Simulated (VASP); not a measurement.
# PbF2 (Fm-3m) in VASP: a series of runs

The runs below take PbF2 through vibrations by perturbation theory, with LDA.

Everything below comes from runs of VASP 6.6.1. Logs are shortened: lines on timing, memory, paths and dates and some standing lists are left out, and cuts for length are marked.

### Step 1. The cell of the first run

The structure is cubic, space group Fm-3m (No. 225). Conventional cell: a = 5.467 Å, b = 5.467 Å, c = 5.467 Å, α = 90.00°, β = 90.00°, γ = 90.00°. Pb (site symmetry m-3m) has 8 F at 2.37 Å within 3.1 Å. Within 3.1 Å of F (site symmetry -43m) lie 4 Pb at 2.37 Å and 6 F at 2.73 Å.

### Step 2. Vibrations by perturbation theory, LDA

INCAR

```
SYSTEM = PbF2
PREC = Accurate ; ENCUT = 520
EDIFF = 1E-8 ; ISMEAR = 0
SIGMA = 0.01 ; LREAL = .False.
LASPH = .True. ; NELM = 80
ALGO = Normal ; ISIF = 2
LWAVE = .False. ; LCHARG = .False.
GGA = CA ; NBANDS = 21
IBRION = 8 ; NSW = 1
LEPSILON = .True.
```

KPOINTS

```
Automatic mesh
0
Gamma
  8 8 8
  0 0 0
```

POSCAR

```
PbF2
1.0
    0.0000000000      2.7333358768      2.7333358768
    2.7333358768      0.0000000000      2.7333358768
    2.7333358768      2.7333358768      0.0000000000
Pb F
1 2
Direct
    0.0000000000      0.0000000000      0.0000000000
    0.2500000000      0.2500000000      0.2500000000
    0.7500000000      0.7500000000      0.7500000000
```

Potentials or basis: VASP PAW LDA potentials, release 64 (Pb_d, F).

The run is started by

```console
> cat potpaw_LDA.64/Pb_d/POTCAR potpaw_LDA.64/F/POTCAR > POTCAR
> mpirun -np 1 vasp_std > vasp.out
```

OUTCAR:

```text
SYSTEM = PbF2
   PREC = Accurate
   ENCUT = 520
   EDIFF = 1E-8
   ISMEAR = 0
   LREAL = .False.
   LASPH = .True.
   NELM = 80
   ISIF = 2
   GGA = CA
   IBRION = 8
   NSW = 1
   LEPSILON = .True.

 ion  position               nearest neighbor table
   1  0.000  0.000  0.000-   3 2.37   3 2.37   3 2.37   2 2.37   3 2.37   2 2.37   2 2.37   2 2.37

   2  0.250  0.250  0.250-   1 2.37   1 2.37   1 2.37   1 2.37
   3  0.750  0.750  0.750-   1 2.37   1 2.37   1 2.37   1 2.37

  LATTYP: Found a face centered cubic cell.
 ALAT       =     5.4666717536

  Lattice vectors:

 A1 = (   0.0000000000,   2.7333358768,   2.7333358768)
 A2 = (   2.7333358768,   0.0000000000,   2.7333358768)
 A3 = (   2.7333358768,   2.7333358768,   0.0000000000)

Analysis of symmetry for initial positions (statically):
=====================================================================
 Subroutine PRICEL returns:
 Original cell was already a primitive cell.

 Routine SETGRP: Setting up the symmetry group for a
 face centered cubic supercell.

 Subroutine GETGRP returns: Found 48 space group operations
 (whereof 48 operations were pure point group operations)
 out of a pool of 48 trial point group operations.

The static configuration has the point symmetry O_h .

Analysis of symmetry for dynamics (positions and initial velocities):
=====================================================================
 Subroutine PRICEL returns:
 Original cell was already a primitive cell.

 Routine SETGRP: Setting up the symmetry group for a
 face centered cubic supercell.

 Subroutine GETGRP returns: Found 48 space group operations
 (whereof 48 operations were pure point group operations)
 out of a pool of 48 trial point group operations.

The dynamic configuration has the point symmetry O_h .

 Subroutine INISYM returns: Found 48 space group operations
 (whereof 48 operations are pure point group operations),
 and found     1 'primitive' translations

----------------------------------------------------------------------------------------

                                     Primitive cell

  volume of cell :      40.8422

  direct lattice vectors                    reciprocal lattice vectors
     0.000000000  2.733335877  2.733335877    -0.182926659  0.182926659  0.182926659
     2.733335877  0.000000000  2.733335877     0.182926659 -0.182926659  0.182926659
     2.733335877  2.733335877  0.000000000     0.182926659  0.182926659 -0.182926659

  length of vectors
     3.865520667  3.865520667  3.865520667     0.316838268  0.316838268  0.316838268

  position of ions in fractional coordinates (direct lattice)
     0.000000000  0.000000000  0.000000000
     0.250000000  0.250000000  0.250000000
     0.750000000  0.750000000  0.750000000

  ion indices of the primitive-cell ions
   primitive index   ion index
                 1           1
                 2           2
                 3           3

----------------------------------------------------------------------------------------

 KPOINTS: Automatic mesh

Automatic generation of k-mesh.
 Grid dimensions read from file:
[... 743 lines left out ...]

--------------------------------------- Ionic step        3  -------------------------------------------

------------------------ aborting loop because EDIFF is reached ----------------------------------------

 PIEZOELECTRIC TENSOR FIELD DIRECTION 3  (e Angst)
 -----------------------------------------------------------------------------
     0.00064  0.00000  0.00000           ( -0.00002  0.00000  0.00000)
     0.00000  0.00064 -0.00000           (  0.00000 -0.00002 -0.00000)
    -0.00000 -0.00000 -0.00154           (  0.00000 -0.00000 -0.00002)

 PIEZOELECTRIC TENSOR FIELD DIRECTION 3  (C/m^2)
 -----------------------------------------------------------------------------
     0.00025  0.00000  0.00000
     0.00000  0.00025 -0.00000
    -0.00000 -0.00000 -0.00060

--------------------------------------- Ionic step        4  -------------------------------------------

------------------------ aborting loop because EDIFF is reached ----------------------------------------

[... ionic steps 5 to 6 ...]

--------------------------------------- Ionic step        7  -------------------------------------------

 Free energy of the ion-electron system (eV)
  ---------------------------------------------------
  ---------------------------------------------------
  free energy    TOTEN  =        -0.52692453 eV

  energy without entropy =       -0.52692453

------------------------ aborting loop because EDIFF is reached ----------------------------------------

 INTERNAL STRAIN TENSOR  FOR ION    2  DIRECTION 1   (eV/Angst):
 -----------------------------------------------------------------------------
     0.00637  0.00000  0.00000
     0.00000 -0.00289-10.06758
     0.00000-10.06758 -0.00289

 MACROSCOPIC STATIC DIELECTRIC TENSOR (including local field effects in DFT)
 ------------------------------------------------------
           3.699997     0.000000    -0.000000
           0.000000     3.699997    -0.000000
           0.000000     0.000000     3.699997
 ------------------------------------------------------

 PIEZOELECTRIC TENSOR (including local field effects)  for field in x, y, z        (e  Angst)
          XX          YY          ZZ          XY          YZ          ZX
  --------------------------------------------------------------------------------
  x     0.00000     0.00000     0.00000     0.00000     0.00000     0.00000
  y     0.00000     0.00000     0.00000     0.00000     0.00000     0.00000
  z     0.00000     0.00000     0.00000     0.00000     0.00000     0.00000

 PIEZOELECTRIC TENSOR (including local field effects)  for field in x, y, z        (C/m^2)
          XX          YY          ZZ          XY          YZ          ZX
  --------------------------------------------------------------------------------
  x     0.00000     0.00000     0.00000     0.00000     0.00000     0.00000
  y     0.00000     0.00000     0.00000     0.00000     0.00000     0.00000
  z     0.00000     0.00000     0.00000     0.00000     0.00000     0.00000

 BORN EFFECTIVE CHARGES (including local field effects) (in |e|, cummulative output)
 ---------------------------------------------------------------------------------
 ion    1
    1     3.44548     0.00000     0.00000
    2     0.00000     3.44548     0.00000
    3     0.00000     0.00000     3.44548
 ion    2
    1    -1.72274     0.00000     0.00000
    2     0.00000    -1.72274     0.00000
    3     0.00000     0.00000    -1.72274
 ion    3
    1    -1.72274     0.00000     0.00000
    2     0.00000    -1.72274     0.00000
    3     0.00000     0.00000    -1.72274

 INTERNAL STRAIN TENSOR FOR ION    3 for displacements in x,y,z  (eV/Angst):
          X           Y           Z          XY          YZ          ZX
  --------------------------------------------------------------------------------
  x     0.00000    -0.00000    -0.00000     0.00000    10.06758     0.00000
  y    -0.00000     0.00000    -0.00000     0.00000     0.00000    10.06758
  z    -0.00000    -0.00000     0.00000    10.06758     0.00000     0.00000

 SECOND DERIVATIVES (NOT SYMMETRIZED)
 ------------------------------------
               1X          1Y          1Z          2X          2Y          2Z          3X          3Y          3Z
  1X    -6.381043    0.000000    0.000000    3.190521    0.000000    0.000000    3.190521    0.000000    0.000000
  1Y     0.000000   -6.381043    0.000000    0.000000    3.190521    0.000000    0.000000    3.190521    0.000000
  1Z     0.000000    0.000000   -6.381043    0.000000    0.000000    3.190521    0.000000    0.000000    3.190521
  2X     3.186363    0.000000    0.000000   -6.017395    0.000000    0.000000    2.831032    0.000000    0.000000
  2Y     0.000000    3.186363    0.000000    0.000000   -6.017395    0.000000    0.000000    2.831032    0.000000
  2Z     0.000000    0.000000    3.186363    0.000000    0.000000   -6.017395    0.000000    0.000000    2.831032
  3X     3.186363    0.000000    0.000000    2.831032    0.000000    0.000000   -6.017395    0.000000    0.000000
  3Y     0.000000    3.186363    0.000000    0.000000    2.831032    0.000000    0.000000   -6.017395    0.000000
  3Z     0.000000    0.000000    3.186363    0.000000    0.000000    2.831032    0.000000    0.000000   -6.017395

 Eigenvectors and eigenvalues of the dynamical matrix
 ----------------------------------------------------

   1 f  =   10.669150 THz    67.036246 2PiTHz  355.884535 cm-1    44.124039 meV
             X         Y         Z           dx          dy          dz
      0.000000  0.000000  0.000000    -0.000000    0.000000   -0.000000
      1.366668  1.366668  1.366668    -0.000000    0.000000   -0.707107
      4.100004  4.100004  4.100004     0.000000   -0.000000    0.707107
[... 43 lines left out ...]
   9 f/i=    0.001645 THz     0.010333 2PiTHz    0.054858 cm-1     0.006801 meV
             X         Y         Z           dx          dy          dz
      0.000000  0.000000  0.000000     0.639687   -0.660020    0.006371
      1.366668  1.366668  1.366668     0.193825   -0.199986    0.001931
      4.100004  4.100004  4.100004     0.193825   -0.199986    0.001931

--------------------------------------------------------------------------------------------------------

 MACROSCOPIC STATIC DIELECTRIC TENSOR IONIC CONTRIBUTION
 ------------------------------------------------------
           8.246197     0.000000    -0.000000
           0.000000     8.246197     0.000000
          -0.000000     0.000000     8.246197
 ------------------------------------------------------

 ELASTIC MODULI CONTR FROM IONIC RELAXATION (kBar)
 Direction    XX          YY          ZZ          XY          YZ          ZX
 --------------------------------------------------------------------------------
 XX          -0.0000     -0.0000     -0.0000      0.0000     -0.0000      0.0000
 YY          -0.0000     -0.0000     -0.0000      0.0000      0.0000     -0.0000
 ZZ          -0.0000     -0.0000     -0.0000      0.0000      0.0000      0.0000
 XY           0.0000      0.0000      0.0000   -898.7023     -0.0000     -0.0000
 YZ          -0.0000      0.0000      0.0000      0.0000   -898.7023      0.0000
 ZX           0.0000     -0.0000      0.0000     -0.0000      0.0000   -898.7023
 --------------------------------------------------------------------------------

 PIEZOELECTRIC TENSOR IONIC CONTR  for field in x, y, z        (C/m^2)
          XX          YY          ZZ          XY          YZ          ZX
  --------------------------------------------------------------------------------
  x     0.00000     0.00000     0.00000    -0.00000    -0.00000    -0.00000
  y    -0.00000    -0.00000    -0.00000     0.00000     0.00000     0.00000
  z     0.00000    -0.00000     0.00000    -0.00000     0.00000    -0.00000
```

It took 6 min on 1 thread of Intel Xeon Platinum 8488C (Sapphire Rapids), shared host; peak memory 0.37 GiB.

What came out:

```yaml
Electronic_dielectric_tensor_diagonal: 3.70
Born_charges_mean_of_the_diagonal: Pb +3.45; F -1.72 e
Highest_phonon_frequency_at_Γ_LO-TO_splitting_left_out: 356 cm⁻¹
```

Phonon frequencies in cm⁻¹ (negative: imaginary):
```tsv
q point	frequencies
(0.000, 0.000, 0.000)	0 0 0 232 232 232 356 356 356
```

Electronic dielectric tensor:
```
3.70 0.00 0.00
0.00 3.70 0.00
0.00 0.00 3.70
```

Born effective charge tensors (e):
atom 1, Pb
```
3.45 0.00 0.00
0.00 3.45 0.00
0.00 0.00 3.45
```
atom 2, F
```
-1.72  0.00  0.00
 0.00 -1.72  0.00
 0.00  0.00 -1.72
```
atom 3, F
```
-1.72  0.00  0.00
 0.00 -1.72  0.00
 0.00  0.00 -1.72
```

Caveat: the cell stands under pressure or tension, which shifts response properties; spin-orbit coupling is left out, which moves the levels of the heavy elements.

### Step 3. Vibrations by perturbation theory, LDA

This run uses another cell than the first one, of 14.71 Å³/atom.

INCAR

```
ALGO = Normal ; EDIFF = 1E-8
ENCUT = 520 ; IBRION = 8
ISIF = 2 ; ISMEAR = 0
LASPH = True ; LCHARG = True
LEPSILON = True ; LREAL = False
LWAVE = False ; NELM = 80
NSW = 1 ; PREC = Accurate
SIGMA = 0.01
```

KPOINTS

```
k-points
0
Gamma
  8 8 8
```

POSCAR

```
PbF2
1.0
    0.0000000000      2.8049420571      2.8049420571
    2.8049420571      0.0000000000      2.8049420571
    2.8049420571      2.8049420571      0.0000000000
Pb F
1 2
Direct
    0.0000000000      0.0000000000      0.0000000000
    0.2500000000      0.2500000000      0.2500000000
    0.7500000000      0.7500000000      0.7500000000
```

Potentials or basis: VASP PAW LDA potentials, release 64 (Pb_d, F).

The run is started by

```console
> cat potpaw_LDA.64/Pb_d/POTCAR potpaw_LDA.64/F/POTCAR > POTCAR
> mpirun -np 1 vasp_std > vasp.out
```

OUTCAR:

```text
EDIFF = 1E-8
   ENCUT = 520
   IBRION = 8
   ISIF = 2
   ISMEAR = 0
   LASPH = True
   LEPSILON = True
   LREAL = False
   NELM = 80
   NSW = 1
   PREC = Accurate

 ion  position               nearest neighbor table
   1  0.000  0.000  0.000-   3 2.43   3 2.43   3 2.43   2 2.43   3 2.43   2 2.43   2 2.43   2 2.43

   2  0.250  0.250  0.250-   1 2.43   1 2.43   1 2.43   1 2.43
   3  0.750  0.750  0.750-   1 2.43   1 2.43   1 2.43   1 2.43

  LATTYP: Found a face centered cubic cell.
 ALAT       =     5.6098841142

  Lattice vectors:

 A1 = (   0.0000000000,   2.8049420571,   2.8049420571)
 A2 = (   2.8049420571,   0.0000000000,   2.8049420571)
 A3 = (   2.8049420571,   2.8049420571,   0.0000000000)

Analysis of symmetry for initial positions (statically):
=====================================================================
 Subroutine PRICEL returns:
 Original cell was already a primitive cell.

 Routine SETGRP: Setting up the symmetry group for a
 face centered cubic supercell.

 Subroutine GETGRP returns: Found 48 space group operations
 (whereof 48 operations were pure point group operations)
 out of a pool of 48 trial point group operations.

The static configuration has the point symmetry O_h .

Analysis of symmetry for dynamics (positions and initial velocities):
=====================================================================
 Subroutine PRICEL returns:
 Original cell was already a primitive cell.

 Routine SETGRP: Setting up the symmetry group for a
[... 779 lines left out ...]
    2     0.00000     3.35409     0.00000
    3     0.00000     0.00000     3.35409
 ion    2
    1    -1.67704     0.00000     0.00000
    2     0.00000    -1.67704     0.00000
    3     0.00000     0.00000    -1.67704
 ion    3
    1    -1.67704     0.00000     0.00000
    2     0.00000    -1.67704     0.00000
    3     0.00000     0.00000    -1.67704

 INTERNAL STRAIN TENSOR FOR ION    3 for displacements in x,y,z  (eV/Angst):
          X           Y           Z          XY          YZ          ZX
  --------------------------------------------------------------------------------
  x     0.00000     0.00000     0.00000     0.00000     6.95680     0.00000
  y     0.00000    -0.00000     0.00000     0.00000     0.00000     6.95680
  z     0.00000     0.00000     0.00000     6.95680     0.00000     0.00000

 SECOND DERIVATIVES (NOT SYMMETRIZED)
 ------------------------------------
               1X          1Y          1Z          2X          2Y          2Z          3X          3Y          3Z
  1X    -4.264675    0.000000    0.000000    2.132338    0.000000    0.000000    2.132338    0.000000    0.000000
  1Y     0.000000   -4.264675    0.000000    0.000000    2.132338    0.000000    0.000000    2.132338    0.000000
  1Z     0.000000    0.000000   -4.264675    0.000000    0.000000    2.132338    0.000000    0.000000    2.132338
  2X     2.161399    0.000000    0.000000   -4.568743    0.000000    0.000000    2.407344    0.000000    0.000000
  2Y     0.000000    2.161399    0.000000    0.000000   -4.568743    0.000000    0.000000    2.407344    0.000000
  2Z     0.000000    0.000000    2.161399    0.000000    0.000000   -4.568743    0.000000    0.000000    2.407344
  3X     2.161399    0.000000    0.000000    2.407344    0.000000    0.000000   -4.568743    0.000000    0.000000
  3Y     0.000000    2.161399    0.000000    0.000000    2.407344    0.000000    0.000000   -4.568743    0.000000
  3Z     0.000000    0.000000    2.161399    0.000000    0.000000    2.407344    0.000000    0.000000   -4.568743

 Eigenvectors and eigenvalues of the dynamical matrix
 ----------------------------------------------------

   1 f  =    9.473331 THz    59.522694 2PiTHz  315.996309 cm-1    39.178531 meV
             X         Y         Z           dx          dy          dz
      0.000000  0.000000  0.000000     0.000000    0.000000    0.000000
      1.402471  1.402471  1.402471     0.659246    0.255723   -0.000000
      4.207413  4.207413  4.207413    -0.659246   -0.255723   -0.000000
[... 43 lines left out ...]
   9 f/i=    0.013970 THz     0.087773 2PiTHz    0.465973 cm-1     0.057773 meV
             X         Y         Z           dx          dy          dz
      0.000000  0.000000  0.000000    -0.202238    0.897652   -0.010918
      1.402471  1.402471  1.402471    -0.060826    0.269982   -0.003284
      4.207413  4.207413  4.207413    -0.060826    0.269982   -0.003284

--------------------------------------------------------------------------------------------------------

 MACROSCOPIC STATIC DIELECTRIC TENSOR IONIC CONTRIBUTION
 ------------------------------------------------------
          10.765894    -0.000000    -0.000000
          -0.000000    10.765894     0.000000
          -0.000000     0.000000    10.765894
 ------------------------------------------------------

 ELASTIC MODULI CONTR FROM IONIC RELAXATION (kBar)
 Direction    XX          YY          ZZ          XY          YZ          ZX
 --------------------------------------------------------------------------------
 XX          -0.0000      0.0000     -0.0000     -0.0000     -0.0000     -0.0000
 YY           0.0000     -0.0000     -0.0000     -0.0000      0.0000      0.0000
 ZZ          -0.0000      0.0000     -0.0000     -0.0000     -0.0000     -0.0000
 XY          -0.0000      0.0000     -0.0000   -503.6696     -0.0000     -0.0000
 YZ          -0.0000      0.0000     -0.0000     -0.0000   -503.6696     -0.0000
 ZX          -0.0000      0.0000      0.0000      0.0000     -0.0000   -503.6696
 --------------------------------------------------------------------------------

 PIEZOELECTRIC TENSOR IONIC CONTR  for field in x, y, z        (C/m^2)
          XX          YY          ZZ          XY          YZ          ZX
  --------------------------------------------------------------------------------
  x    -0.00000     0.00000     0.00000     0.00000    -0.00000    -0.00000
  y     0.00000    -0.00000    -0.00000    -0.00000     0.00000     0.00000
  z     0.00000     0.00000    -0.00000    -0.00000     0.00000    -0.00000
```

Run time: 5.3 min. Hardware: 1 thread of Intel Xeon Platinum 8488C (Sapphire Rapids), shared host; peak memory 0.39 GiB.

What came out:

```yaml
Electronic_dielectric_tensor_diagonal: 3.59
Born_charges_mean_of_the_diagonal: Pb +3.35; F -1.68 e
Highest_phonon_frequency_at_Γ_LO-TO_splitting_left_out: 316 cm⁻¹
```

Phonon frequencies in cm⁻¹ (negative: imaginary):
| q point | frequencies |
| --- | --- |
| (0.000, 0.000, 0.000) | 0 0 0 191 191 191 316 316 316 |

Electronic dielectric tensor:
```
3.59 0.00 0.00
0.00 3.59 0.00
0.00 0.00 3.59
```

Born effective charge tensors (e):
atom 1, Pb
```
3.35 0.00 0.00
0.00 3.35 0.00
0.00 0.00 3.35
```
atom 2, F
```
-1.68  0.00  0.00
 0.00 -1.68  0.00
 0.00  0.00 -1.68
```
atom 3, F
```
-1.68  0.00  0.00
 0.00 -1.68  0.00
 0.00  0.00 -1.68
```

Caveat: the cell stands under pressure or tension, which shifts response properties; spin-orbit coupling is left out, which moves the levels of the heavy elements.
